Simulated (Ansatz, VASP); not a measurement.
Si2Sb: VASP beside Ansatz

```
CELL_PARAMETERS angstrom
6.34672 0.00000 0.00000
0.00000 6.34672 0.00000
0.00000 0.00000 4.03110
ATOMIC_POSITIONS crystal
Si 0.30000 0.30000 0.00000
Si 0.20000 0.80000 0.50000
Si 0.70000 0.70000 0.00000
Si 0.80000 0.20000 0.50000
Sb 0.00000 0.00000 0.00000
Sb 0.50000 0.50000 0.50000
```

Alike in both runs: functional r2SCAN; k mesh 4 × 4 × 6; occupations gaussian, width 0.1 eV; no spin polarisation.

Ansatz relaxed the structure, and its values are those at the end. VASP's run is a single point on that final structure, the one shown.

|  | VASP | Ansatz |
| --- | --- | --- |
| version | VASP 6.6.1 | Ansatz 0.2.0 |
| potentials or method | VASP PAW PBE potentials, release 64 (Si, Sb), cutoff 520 eV | scalar-relativistic, plane waves, PAW |
| valence electrons in the cell | 26 | 46 |

|  | VASP | Ansatz | Ansatz less VASP |
| --- | --- | --- | --- |
| gap on the k mesh at the Fermi level (eV) | none | none | - |
| pressure (GPa) | 0.2 | 0.0 | -0.18 |
| rms of the force components (eV/Å) | 0.004 | 0.006 | +0.0018 |

VASP's potentials were made for PBE, not for r2SCAN. A gap of «none» marks a metal or a gap that the smearing closes. VASP's potentials hold 26 valence electrons a cell and Ansatz's 46, so a difference there can come from the potentials and not from the codes.

Neither program's run includes spin-orbit coupling.
